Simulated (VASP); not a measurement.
# Ta (Im-3m) in VASP: a series of runs, part 2 of 2

VASP 6.6.1. Earlier steps stand in the parts before.

## Step 4: Single point, PBE

Input file INCAR:

```
PREC = Accurate
ENCUT = 520
EDIFF = 1E-6
ISMEAR = 0
SIGMA = 0.3
LREAL = F
LASPH = T
NELM = 100
ALGO = Normal
ISIF = 2
LWAVE = F
LCHARG = F
GGA = PE
NBANDS = 12
```

Input file KPOINTS:

```
Automatic mesh
0
Gamma
  13 13 13
```

Input file POSCAR:

```
Ta
1.0
   -1.6607181506      1.6607181506      1.6607181506
    1.6607181506     -1.6607181506      1.6607181506
    1.6607181506      1.6607181506     -1.6607181506
Ta
1
Direct
    0.0000000000      0.0000000000      0.0000000000
```

On the command line:

```sh
$ cat potpaw_PBE.64/Ta_pv/POTCAR > POTCAR
$ mpirun -np 1 vasp_std > vasp.out
```

Run time: 22 s. Hardware: 1 thread of Intel Xeon 8259CL, shared host; peak memory 0.15 GiB.

It converged, with:

```yaml
Free_energy: -11.8439 eV
Pressure: 0.1 GPa
```

Levels at points of the mesh, in eV from the Fermi level:
```
           k point  band 1  band 2  band 3  band 4  band 5  band 6  band 7  band 8  band 9  band 10
(0.00, 0.00, 0.00)  -33.15  -33.15  -33.15   -7.86    0.72    0.72    0.72    3.93    3.93    14.63
```

Caveat: spin-orbit coupling is left out, which moves the levels of the heavy elements.

## Step 5: Single point, PBE

Input file INCAR:

```
ALGO = Normal
EDIFF = 1E-6
ENCUT = 520
GGA = PE
ISIF = 2
ISMEAR = 0
LASPH = True
LCHARG = False
LREAL = False
LWAVE = False
NBANDS = 12
NELM = 60
PREC = Accurate
SIGMA = 0.6
```

Input file KPOINTS:

```
k-points
0
Gamma
  13 13 13
```

POSCAR is that of step 4.

Potentials or basis: VASP PAW PBE potentials, release 64 (Ta_pv).

On the command line:

```sh
$ cat potpaw_PBE.64/Ta_pv/POTCAR > POTCAR
$ mpirun -np 1 vasp_std > vasp.out
```

OUTCAR:

```text
EDIFF = 1E-6
   ENCUT = 520
   GGA = PE
   ISIF = 2
   ISMEAR = 0
   LASPH = True
   LREAL = False
   NELM = 60
   PREC = Accurate

 ion  position               nearest neighbor table
   1  0.000  0.000  0.000-

  LATTYP: Found a body centered cubic cell.
 ALAT       =     3.3214363012

  Lattice vectors:

 A1 = (  -1.6607181506,   1.6607181506,   1.6607181506)
 A2 = (   1.6607181506,  -1.6607181506,   1.6607181506)
 A3 = (   1.6607181506,   1.6607181506,  -1.6607181506)

Analysis of symmetry for initial positions (statically):
=====================================================================
 Subroutine PRICEL returns:
 Original cell was already a primitive cell.

 Routine SETGRP: Setting up the symmetry group for a
 body centered cubic supercell.

 Subroutine GETGRP returns: Found 48 space group operations
 (whereof 48 operations were pure point group operations)
 out of a pool of 48 trial point group operations.

The static configuration has the point symmetry O_h .

Analysis of symmetry for dynamics (positions and initial velocities):
[... 160 lines left out ...]
 val. band max:        5.4214437065   @ k =  -0.3846   0.3846   0.0769
 cond. band min:       5.4716728928   @ k =  -0.1538   0.2308   0.0769
 fundamental gap:      0.0502291863
 Fermi energy:         5.4292730037

 k-point     1 :       0.0000    0.0000    0.0000
  band No.  band energies     occupation
      1     -27.7783      2.00000
      2     -27.7783      2.00000
      3     -27.7783      2.00000
      4      -2.5015      2.00000
      5       6.0889      0.12000
      6       6.0889      0.12000
      7       6.0889      0.12000
      8       9.3015      0.00000
      9       9.3015      0.00000
     10      20.0042      0.00000
     11      20.2784      0.00000
     12      20.2784      0.00000
[... 331 lines left out ...]
 k-point    24 :       0.2308    0.0769    0.0769
  band No.  band energies     occupation
      1     -28.5749      2.00000
      2     -28.0223      2.00000
      3     -27.8392      2.00000
      4       0.9345      2.00000
      5       4.2941      1.99254
      6       4.6933      1.91720
      7       9.1078      0.00000
      8       9.7150      0.00000
      9      10.8129      0.00000
     10      19.8711      0.00000
     11      19.9305      0.00000
     12      20.1178      0.00000

 [... further k-points ...]
[... 5 lines left out ...]
  --------------------------------------------------------------------------------------
  -------------------------------------------------------------------------------------
  Total        0.0841661      0.0841661      0.0841661      0.0000000      0.0000000     -0.0000000
  in kB        7.3603722      7.3603722      7.3603722      0.0000000      0.0000000     -0.0000000
  external PRESSURE =       7.3603722 kB  Pullay stress =       0.0000000 kB

 VOLUME and BASIS-vectors are now :
 -----------------------------------------------------------------------------
  energy-cutoff  :      520.00
  volume of cell :       18.32
      direct lattice vectors                 reciprocal lattice vectors
    -1.660718151  1.660718151  1.660718151     0.000000000  0.301074568  0.301074568
     1.660718151 -1.660718151  1.660718151     0.301074568  0.000000000  0.301074568
     1.660718151  1.660718151 -1.660718151     0.301074568  0.301074568  0.000000000

 POSITION                                       TOTAL-FORCE (eV/Angst)
 -----------------------------------------------------------------------------------
      0.00000      0.00000      0.00000        -0.000000      0.000000     -0.000000
 -----------------------------------------------------------------------------------
    total drift:                               -0.000000      0.000000     -0.000000

  FREE ENERGIE OF THE ION-ELECTRON SYSTEM (eV)
  ---------------------------------------------------
  free  energy   TOTEN  =       -11.9295961090 eV

  energy  without entropy=      -11.7104515340  energy(sigma->0) =      -11.82002382
```

Wall time 21 s (1 thread of Intel Xeon 8259CL, shared host); peak memory 0.15 GiB.

Results:

```yaml
Free_energy: -11.9296 eV
Pressure: 0.7 GPa
```

Caveat: spin-orbit coupling is left out, which moves the levels of the heavy elements.

## Step 6: Overview

| smearing | gap on the mesh (eV) | pressure (GPa) |
| --- | --- | --- |
| gaussian 0.1 eV | none | 0.2 |
| gaussian 0.2 eV | none | 0.1 |
| gaussian 0.3 eV | none | 0.1 |
| gaussian 0.6 eV | none | 0.7 |

Alike in all rows: task single point; level PBE; potentials or basis VASP PAW PBE potentials, release 64 (Ta_pv); no spin polarisation; cell as given; k mesh 13 × 13 × 13; cutoff (eV) 520.

Every run on the cell as given and a fine mesh finds a metal.

Caveats: spin-orbit coupling is left out, which moves the levels of the heavy elements.

Total energies depend on the potentials used, so only differences within one code and one set of settings carry meaning.
